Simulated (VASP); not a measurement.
# BAs (lda) (F-43m) in VASP: notebook

BAs (lda) is run at these levels: LDA; tasks: single point, relaxation of cell and atoms.

Program: VASP 6.6.1. These are calculated values, not measurements. Logs are shortened: lines on timing, memory, paths and dates and some standing lists are left out, and cuts for length are marked.

**1. The cell of the first run**

Symmetry: F-43m, No. 216, cubic system. The conventional cell has a = 4.777 Å, b = 4.777 Å, c = 4.777 Å, α = 90.00°, β = 90.00°, γ = 90.00°. B (site symmetry -43m) has 4 As at 2.07 Å within 2.7 Å. Within 2.7 Å of As (site symmetry -43m) lie 4 B at 2.07 Å.

**2. Single point, LDA**

Input file INCAR:

```
  PREC = Accurate
  ENCUT = 500
  EDIFF = 1E-6
  ISMEAR = 0
  SIGMA = 0.1
  LREAL = False
  LASPH = True
  NELM = 120
  ALGO = Normal
  ISIF = 2
  LWAVE = False
  LCHARG = False
  GGA = CA
  NBANDS = 11
  GGA_COMPAT = False
```

Input file KPOINTS:

```
Automatic mesh
0
Gamma
  6 6 6
```

Input file POSCAR:

```
BAs
1.0
    0.0000000000      2.3885000000      2.3885000000
    2.3885000000      0.0000000000      2.3885000000
    2.3885000000      2.3885000000      0.0000000000
B As
1 1
Direct
    0.0000000000      0.0000000000      0.0000000000
    0.2500000000      0.2500000000      0.2500000000
```

Potentials or basis: VASP PAW LDA potentials, release 64 (B, As).

Run with:

```bash
$ cat potpaw_LDA.64/B/POTCAR potpaw_LDA.64/As/POTCAR > POTCAR
$ mpirun -np 1 vasp_std > vasp.out
```

OUTCAR:

```text
PREC = Accurate
   ENCUT = 500
   EDIFF = 1E-6
   ISMEAR = 0
   LREAL = False
   LASPH = True
   NELM = 120
   ISIF = 2
   GGA = CA

 ion  position               nearest neighbor table
   1  0.000  0.000  0.000-   2 2.07   2 2.07   2 2.07   2 2.07
   2  0.250  0.250  0.250-   1 2.07   1 2.07   1 2.07   1 2.07

  LATTYP: Found a face centered cubic cell.
 ALAT       =     4.7770000000

  Lattice vectors:

 A1 = (   0.0000000000,   2.3885000000,   2.3885000000)
 A2 = (   2.3885000000,   0.0000000000,   2.3885000000)
 A3 = (   2.3885000000,   2.3885000000,   0.0000000000)

Analysis of symmetry for initial positions (statically):
=====================================================================
 Subroutine PRICEL returns:
 Original cell was already a primitive cell.

 Routine SETGRP: Setting up the symmetry group for a
 face centered cubic supercell.

 Subroutine GETGRP returns: Found 24 space group operations
 (whereof 24 operations were pure point group operations)
 out of a pool of 48 trial point group operations.

The static configuration has the point symmetry T_d .

Analysis of symmetry for dynamics (positions and initial velocities):
=====================================================================
 Subroutine PRICEL returns:
 Original cell was already a primitive cell.

 Routine SETGRP: Setting up the symmetry group for a
 face centered cubic supercell.

 Subroutine GETGRP returns: Found 24 space group operations
 (whereof 24 operations were pure point group operations)
 out of a pool of 48 trial point group operations.

The dynamic configuration has the point symmetry T_d .

 Subroutine INISYM returns: Found 24 space group operations
 (whereof 24 operations are pure point group operations),
 and found     1 'primitive' translations

----------------------------------------------------------------------------------------

                                     Primitive cell

  volume of cell :      27.2525

  direct lattice vectors                    reciprocal lattice vectors
     0.000000000  2.388500000  2.388500000    -0.209336404  0.209336404  0.209336404
     2.388500000  0.000000000  2.388500000     0.209336404 -0.209336404  0.209336404
     2.388500000  2.388500000  0.000000000     0.209336404  0.209336404 -0.209336404

  length of vectors
     3.377849094  3.377849094  3.377849094     0.362581287  0.362581287  0.362581287

  position of ions in fractional coordinates (direct lattice)
     0.000000000  0.000000000  0.000000000
     0.250000000  0.250000000  0.250000000

  ion indices of the primitive-cell ions
   primitive index   ion index
                 1           1
                 2           2

----------------------------------------------------------------------------------------

 KPOINTS: Automatic mesh

Automatic generation of k-mesh.
 Grid dimensions read from file:
 generate k-points for:    6    6    6

 Generating k-lattice:

  Cartesian coordinates                     Fractional coordinates (reciprocal lattice)
    -0.034889401  0.034889401  0.034889401     0.166666667  0.000000000  0.000000000
     0.034889401 -0.034889401  0.034889401     0.000000000  0.166666667  0.000000000
     0.034889401  0.034889401 -0.034889401     0.000000000  0.000000000  0.166666667

  Length of vectors
     0.060430214  0.060430214  0.060430214

  Shift w.r.t. Gamma in fractional coordinates (k-lattice)
     0.000000000  0.000000000  0.000000000

 Subroutine IBZKPT returns following result:
 ===========================================

 Found     16 irreducible k-points:

 Following reciprocal coordinates:
            Coordinates               Weight
  0.000000  0.000000  0.000000      1.000000
  0.166667  0.000000  0.000000      8.000000
  0.333333  0.000000  0.000000      8.000000
  0.500000  0.000000  0.000000      4.000000
  0.166667  0.166667  0.000000      6.000000
  0.333333  0.166667  0.000000     24.000000
[... 8 lines left out ...]
 -0.333333  0.333333  0.166667     24.000000
 -0.333333  0.500000  0.166667     12.000000
   k-points           NKPTS =     16   k-points in BZ     NKDIM =     16   number of bands    NBANDS=     11
   number of dos      NEDOS =    301   number of ions     NIONS =      2
   total plane-waves  NPLWV =  21952
   dimension x,y,z NGX =    28 NGY =   28 NGZ =   28
   dimension x,y,z NGXF=    56 NGYF=   56 NGZF=   56
   ions per type =               1   1
   NGX,Y,Z   is equivalent  to a cutoff of  13.78, 13.78, 13.78 a.u.
   NGXF,Y,Z  is equivalent  to a cutoff of  27.56, 27.56, 27.56 a.u.
 SYSTEM =  unknown system
   PREC   = accura    normal or accurate (medium, high low for compatibility)
   ISTART =      0    job   : 0-new  1-cont  2-samecut
   ICHARG =      2    charge: 1-file 2-atom 10-const
   ISPIN  =      1    spin polarized calculation?
   LNONCOLLINEAR =      F non collinear calculations
   LSORBIT =      F    spin-orbit coupling
   LASPH  =      T    aspherical Exc in radial PAW
   ENCUT  =  500.0 eV  36.75 Ry    6.06 a.u.   6.16  6.16  6.16*2*pi/ulx,y,z
   NELM   =    120;   NELMIN=  2; NELMDL= -5     # of ELM steps
   EDIFF  = 0.1E-05   stopping-criterion for ELM
   LREAL  =      F    real-space projection
   EDIFFG = 0.1E-04   stopping-criterion for IOM
   NSW    =      0    number of steps for IOM
   IBRION =     -1    ionic relax: 0-MD 1-quasi-New 2-CG
   NFREE  =      0    steps in history (QN), initial steepest desc. (CG)
   ISIF   =      2    stress and relaxation
   ISYM   =      2    0-nonsym 1-usesym 2-fastsym
   POTIM  = 0.5000    time-step for ionic-motion
   TEBEG  =    0.0;   TEEND  =   0.0 temperature during run
   PSTRESS=    0.0 pullay stress
   NELECT =       8.0000    total number of electrons
   NUPDOWN=      -1.0000    fix difference up-down
   EMIN   =  10.00;   EMAX   =-10.00  energy-range for DOS
   EFERMI =   0.00;   METHOD = LEGACY
   ISMEAR =     0;   SIGMA  =   0.10  broadening in eV -4-tet -1-fermi 0-gaus
   EFERMI_NEDOS =   21; number of points for ismear=-14 and -15
   IALGO  =     38    algorithm
   IMIX   =      4    mixing-type and parameters
     AMIX     =   0.40;   BMIX     =  1.00
     AMIX_MAG =   1.60;   BMIX_MAG =  1.00
  volume/ion in A,a.u.               =      13.63        91.95
  Fermi-wavevector in a.u.,A,eV,Ry     =   1.088018  2.056057 16.106360  1.183784
  Thomas-Fermi vector in A             =   2.224191
   LORBIT       =      0    0 simple, 1 ext, 2 COOP (PROOUT), +10 PAW based schemes
   GGA     = CA    functional components
   LHFCALC =     F    Hartree Fock is set to
   AEXX    =    0.0000 exact exchange contribution
   IVDW    =     0    specifies the selected vdW correction
   LEPSILON=     F    determine dielectric tensor
   LRPA    =     F    only Hartree local field effects (RPA)
 non-spin polarized calculation
 Gauss-broadening in eV      SIGMA  =   0.10
  energy-cutoff  :      500.00
  volume of cell :       27.25
 maximum number of plane-waves:       701
 NGX is ok and might be reduce to    28
   NGX = 13   NGY = 13   NGZ = 13

 number of electron       8.0000000 magnetization

 Free energy of the ion-electron system (eV)
  ---------------------------------------------------
  ext. energy  EPLUGINS =         0.00000000
  ---------------------------------------------------
  free energy    TOTEN  =       -12.90175019 eV

  energy without entropy =      -12.90175019  energy(sigma->0) =      -12.90175019

 E-fermi :   6.6336     XC(G=0): -10.7821

 val. band max:        6.1631430658   @ k =   0.0000   0.0000   0.0000
 cond. band min:       7.3840212647   @ k =   0.3333   0.3333   0.0000
 fundamental gap:      1.2208781989
 Fermi energy:         6.6336128329

 k-point     1 :       0.0000    0.0000    0.0000
  band No.  band energies     occupation
      1      -9.2158      2.00000
      2       6.1631      2.00000
      3       6.1631      2.00000
      4       6.1631      2.00000
      5       9.4096      0.00000
      6       9.4096      0.00000
      7       9.4096      0.00000
      8      10.8555      0.00000
      9      15.5146      0.00000
     10      19.1918      0.00000
     11      19.1918      0.00000

 k-point     2 :       0.1667    0.0000    0.0000
  band No.  band energies     occupation
      1      -8.7643      2.00000
      2       3.2166      2.00000
      3       5.4820      2.00000
      4       5.4820      2.00000
      5       9.4354      0.00000
      6      10.2929      0.00000
      7      10.2929      0.00000
      8      12.7719      0.00000
      9      16.9404      0.00000
     10      17.4554      0.00000
     11      17.4554      0.00000

 k-point     3 :       0.3333    0.0000    0.0000
  band No.  band energies     occupation
      1      -7.5032      2.00000
      2      -0.5572      2.00000
      3       4.6500      2.00000
      4       4.6500      2.00000
      5       9.0161      0.00000
      6      10.9558      0.00000
      7      10.9558      0.00000
      8      14.6997      0.00000
      9      17.4682      0.00000
     10      18.1673      0.00000
     11      18.1673      0.00000

 k-point     4 :       0.5000    0.0000    0.0000
  band No.  band energies     occupation
      1      -6.3586      2.00000
      2      -2.5951      2.00000
      3       4.3454      2.00000
      4       4.3454      2.00000
      5       8.8526      0.00000
      6      10.9089      0.00000
      7      10.9089      0.00000
      8      14.8514      0.00000
      9      18.6349      0.00000
     10      20.6484      0.00000
     11      20.6484      0.00000

 k-point     5 :       0.1667    0.1667    0.0000
  band No.  band energies     occupation
      1      -8.6122      2.00000
      2       3.9062      2.00000
      3       4.4512      2.00000
      4       4.4512      2.00000
      5       8.3576      0.00000
      6      11.7542      0.00000
      7      11.7542      0.00000
      8      11.7710      0.00000
      9      15.8127      0.00000
     10      17.7088      0.00000
     11      19.8541      0.00000
[... 99 lines left out ...]
 k-point    13 :       0.5000    0.5000    0.0000
  band No.  band energies     occupation
      1      -5.0793      2.00000
      2      -2.2654      2.00000
      3       2.0853      2.00000
      4       2.0853      2.00000
      5       7.4980      0.00000
      6       7.5727      0.00000
      7      17.3959      0.00000
      8      17.3959      0.00000
      9      18.8037      0.00000
     10      23.2792      0.00000
     11      23.9340      0.00000

 k-point    14 :       0.5000    0.3333    0.1667
  band No.  band energies     occupation
      1      -6.4312      2.00000
      2      -0.5356      2.00000
      3       1.2846      2.00000
      4       2.9440      2.00000
      5       9.8863      0.00000
      6      11.2846      0.00000
      7      11.9856      0.00000
      8      15.1267      0.00000
      9      17.4816      0.00000
     10      19.8190      0.00000
     11      22.0726      0.00000

 k-point    15 :      -0.3333    0.3333    0.1667
  band No.  band energies     occupation
      1      -5.4207      2.00000
      2      -1.8097      2.00000
      3       0.7463      2.00000
      4       2.2908      2.00000
      5      10.4268      0.00000
      6      11.3581      0.00000
      7      13.5281      0.00000
      8      14.9953      0.00000
      9      16.3074      0.00000
     10      20.5260      0.00000
     11      22.2767      0.00000

 k-point    16 :      -0.3333    0.5000    0.1667
  band No.  band energies     occupation
      1      -4.9596      2.00000
      2      -1.9277      2.00000
      3       0.9971      2.00000
      4       1.1889      2.00000
      5       9.8990      0.00000
      6      10.0620      0.00000
      7      14.7590      0.00000
      8      14.9414      0.00000
      9      18.3096      0.00000
     10      21.6963      0.00000
     11      21.9010      0.00000

------------------------ aborting loop because EDIFF is reached ----------------------------------------

  FORCE on cell =-STRESS in cart. coord.  units (eV):
  Direction    XX          YY          ZZ          XY          YZ          ZX
  --------------------------------------------------------------------------------------
  -------------------------------------------------------------------------------------
  Total       -0.5190142     -0.5190142     -0.5190142      0.0000000      0.0000000      0.0000000
  in kB      -30.5129453    -30.5129453    -30.5129453      0.0000000      0.0000000      0.0000000
  external PRESSURE =     -30.5129453 kB  Pullay stress =       0.0000000 kB

 VOLUME and BASIS-vectors are now :
 -----------------------------------------------------------------------------
  energy-cutoff  :      500.00
  volume of cell :       27.25
      direct lattice vectors                 reciprocal lattice vectors
     0.000000000  2.388500000  2.388500000    -0.209336404  0.209336404  0.209336404
     2.388500000  0.000000000  2.388500000     0.209336404 -0.209336404  0.209336404
     2.388500000  2.388500000  0.000000000     0.209336404  0.209336404 -0.209336404

 POSITION                                       TOTAL-FORCE (eV/Angst)
 -----------------------------------------------------------------------------------
      0.00000      0.00000      0.00000        -0.000000     -0.000000      0.000000
      1.19425      1.19425      1.19425         0.000000      0.000000      0.000000
 -----------------------------------------------------------------------------------
    total drift:                               -0.000000     -0.000000     -0.000000

  FREE ENERGIE OF THE ION-ELECTRON SYSTEM (eV)
  ---------------------------------------------------
  free  energy   TOTEN  =       -12.9017501893 eV

  energy  without entropy=      -12.9017501893  energy(sigma->0) =      -12.90175019
```

Run time: 6 s. Hardware: 1 thread of Intel Xeon 6975P-C, shared host; peak memory 0.14 GiB.

Results:

```
Free energy            : -12.9018 eV
Pressure               : -3.1 GPa
Band gap on the k mesh : 1.22 eV, indirect (least direct gap 3.25 eV)
```

Levels at points of the mesh, in eV from the valence-band top:
| k point | band 2 | band 3 | band 4 | band 5 | band 6 | band 7 |
| --- | --- | --- | --- | --- | --- | --- |
| (0.00, 0.00, 0.00) | 0.00 | 0.00 | 0.00 | 3.25 | 3.25 | 3.25 |
| (0.50, 0.00, 0.00) | -8.76 | -1.82 | -1.82 | 2.69 | 4.75 | 4.75 |
| (0.50, 0.50, 0.00) | -8.43 | -4.08 | -4.08 | 1.33 | 1.41 | 11.23 |

A k mesh can miss the band edges. As with any semilocal functional, this LDA gap is likely too small.

**3. Single point, LDA**

This run uses another cell than the first one, of 13.25 Å³/atom, 0.972 times its volume.

Input file INCAR:

```
SYSTEM = BAs
PREC = Accurate
ENCUT = 500
EDIFF = 1E-6
ISMEAR = 0
SIGMA = 0.02
LREAL = .FALSE.
LASPH = .TRUE.
NELM = 120
ALGO = Normal
ISIF = 2
LWAVE = .FALSE.
LCHARG = .TRUE.
LELF = .TRUE.
LVHAR = .TRUE.
NBANDS = 11
GGA_COMPAT = .FALSE.
```

Input file KPOINTS:

```
Automatic mesh
0
G
  10 10 10
  0 0 0
```

Input file POSCAR:

```
BAs
1.0
    0.0000000000      2.3661934081      2.3661934081
    2.3661934081      0.0000000000      2.3661934081
    2.3661934081      2.3661934081      0.0000000000
B As
1 1
Direct
    0.0000000000      0.0000000000      0.0000000000
    0.2500000000      0.2500000000      0.2500000000
```

Potentials or basis: VASP PAW LDA potentials, release 64 (B, As).

Run with:

```bash
$ cat potpaw_LDA.64/B/POTCAR potpaw_LDA.64/As/POTCAR > POTCAR
$ mpirun -np 1 vasp_std > vasp.out
```

It took 5.7 s on 1 thread of Intel Xeon 6975P-C, shared host; peak memory 0.13 GiB.

It converged, with:

```yaml
Free_energy: -12.9257 eV
Pressure: 0.9 GPa
Band_gap_on_the_k_mesh: 1.10 eV, indirect (least direct gap 3.29 eV)
```

Levels at points of the mesh, in eV from the valence-band top:
```
           k point  band 1  band 2  band 3  band 4  band 5  band 6  band 7  band 8
(0.00, 0.00, 0.00)  -15.63    0.00    0.00    0.00    3.29    3.29    3.29    5.05
(0.50, 0.00, 0.00)  -12.67   -8.96   -1.87   -1.87    2.86    4.78    4.78    8.75
(0.50, 0.50, 0.00)  -11.35   -8.59   -4.19   -4.19    1.32    1.38   11.50   11.50
```

**4. Single point, LDA**

This run uses another cell than the first one, of 13.25 Å³/atom, 0.972 times its volume.

Input file INCAR:

```
PREC = Accurate ; ENCUT = 500
EDIFF = 1E-6 ; ISMEAR = 0
SIGMA = 0.02 ; LREAL = F
LASPH = T ; NELM = 120
ALGO = Normal ; ISIF = 2
LWAVE = F ; LCHARG = F
GGA = CA ; NBANDS = 11
GGA_COMPAT = F
```

Input file KPOINTS:

```
regular mesh
0
Gamma
  10 10 10
```

POSCAR is that of step 3.

Run with:

```bash
$ cat potpaw_LDA.64/B/POTCAR potpaw_LDA.64/As/POTCAR > POTCAR
$ mpirun -np 1 vasp_std > vasp.out
```

Run time: 6.8 s. Hardware: 1 thread of Intel Xeon 6975P-C, shared host; peak memory 0.13 GiB.

Results (log left out):

| Quantity | Value |
| --- | --- |
| Free energy | -12.9257 eV |
| Pressure | 0.9 GPa |
| Band gap on the k mesh | 1.10 eV, indirect (least direct gap 3.29 eV) |

Levels at points of the mesh, in eV from the valence-band top:
| k point | band 2 | band 3 | band 4 | band 5 | band 6 | band 7 |
| --- | --- | --- | --- | --- | --- | --- |
| (0.00, 0.00, 0.00) | 0.00 | 0.00 | 0.00 | 3.29 | 3.29 | 3.29 |
| (0.50, 0.00, 0.00) | -8.96 | -1.87 | -1.87 | 2.86 | 4.78 | 4.78 |
| (0.50, 0.50, 0.00) | -8.59 | -4.19 | -4.19 | 1.32 | 1.38 | 11.50 |

**5. Relaxation of cell and atoms, LDA**

Input file INCAR:

```
SYSTEM = BAs
PREC = Accurate
ENCUT = 500
EDIFF = 1E-7
ISMEAR = 0
SIGMA = 0.02
LREAL = .False.
LASPH = .True.
NELM = 120
ALGO = Normal
ISIF = 3
LWAVE = .False.
LCHARG = .False.
GGA = CA
IBRION = 2
NSW = 100
EDIFFG = -0.002
GGA_COMPAT = .False.
NELMIN = 4
```

Input file KPOINTS:

```
Automatic mesh
0
Gamma
  10 10 10
  0 0 0
```

Input file POSCAR:

```
BAs
1.0
    0.0000000000      2.3885000000      2.3885000000
    2.3885000000      0.0000000000      2.3885000000
    2.3885000000      2.3885000000      0.0000000000
B As
1 1
Direct
    0.0000000000      0.0000000000      0.0000000000
    0.2500000000      0.2500000000      0.2500000000
```

Run with:

```bash
$ cat potpaw_LDA.64/B/POTCAR potpaw_LDA.64/As/POTCAR > POTCAR
$ mpirun -np 1 vasp_std > vasp.out
```

Wall time 19 s (1 thread of Intel Xeon 6975P-C, shared host); peak memory 0.15 GiB.

It converged, with:

```
Free energy                            : -12.9264 eV
Relaxed volume                         : 13.33 Å³/atom
Relaxed cell                           : a = 3.353 Å, b = 3.353 Å, c = 3.353 Å, α = 60.00°, β = 60.00°, γ = 60.00°
Space group after relaxing (to 0.05 Å) : F-43m (No. 216)
Energy gained by relaxing              : 2.9 meV/atom
Ionic steps                            : 3
Pressure after relaxing                : 0.0 GPa
Band gap on the k mesh                 : 1.10 eV, indirect (least direct gap 3.28 eV)
```

Step by step:
```
step  energy change (eV)  largest force (eV/Å)  pressure (GPa)  volume (Å³)
   1              0.0000                0.0000           -3.08        27.25
   2             -0.0025                0.0000            2.49        26.23
   3             -0.0058                0.0000           -0.01        26.66
```

Final structure:
```cif
data_structure
_symmetry_space_group_name_H-M 'P 1'
_symmetry_Int_Tables_number 1
_cell_length_a 3.3534
_cell_length_b 3.3534
_cell_length_c 3.3534
_cell_angle_alpha 60.000
_cell_angle_beta 60.000
_cell_angle_gamma 60.000
_cell_volume 26.66
loop_
_atom_site_label
_atom_site_type_symbol
_atom_site_fract_x
_atom_site_fract_y
_atom_site_fract_z
_atom_site_occupancy
B1 B 0.00000 0.00000 0.00000 1
As1 As 0.25000 0.25000 0.25000 1
```

Levels at points of the mesh, in eV from the valence-band top:
```
           k point  band 2  band 3  band 4  band 5  band 6  band 7
(0.00, 0.00, 0.00)    0.00    0.00    0.00    3.28    3.28    3.28
(0.50, 0.00, 0.00)   -8.92   -1.85   -1.85    2.82    4.78    4.78
(0.50, 0.50, 0.00)   -8.55   -4.17   -4.17    1.32    1.39   11.44
```

A k mesh can miss the band edges.

**6. Overview**

| task | cell | k mesh | smearing | gap on the mesh (eV) | pressure (GPa) |
| --- | --- | --- | --- | --- | --- |
| single point | a = 3.378 Å, angles 60.0°, 2 atoms | 6 × 6 × 6 | gaussian 0.1 eV | 1.22 | -3.1 |
| single point | a = 3.346 Å, angles 60.0°, 2 atoms | 10 × 10 × 10 | gaussian 0.02 eV | 1.10 | 0.9 |
| relaxation of cell and atoms | relaxed from a = 3.378 Å, angles 60.0°, 2 atoms | 10 × 10 × 10 | gaussian 0.02 eV | 1.10 | 0.0 |

Alike in all rows: level LDA; potentials or basis VASP PAW LDA potentials, release 64 (B, As); no spin polarisation; cutoff (eV) 500.

Total energies depend on the potentials used, so only differences within one code and one set of settings carry meaning.
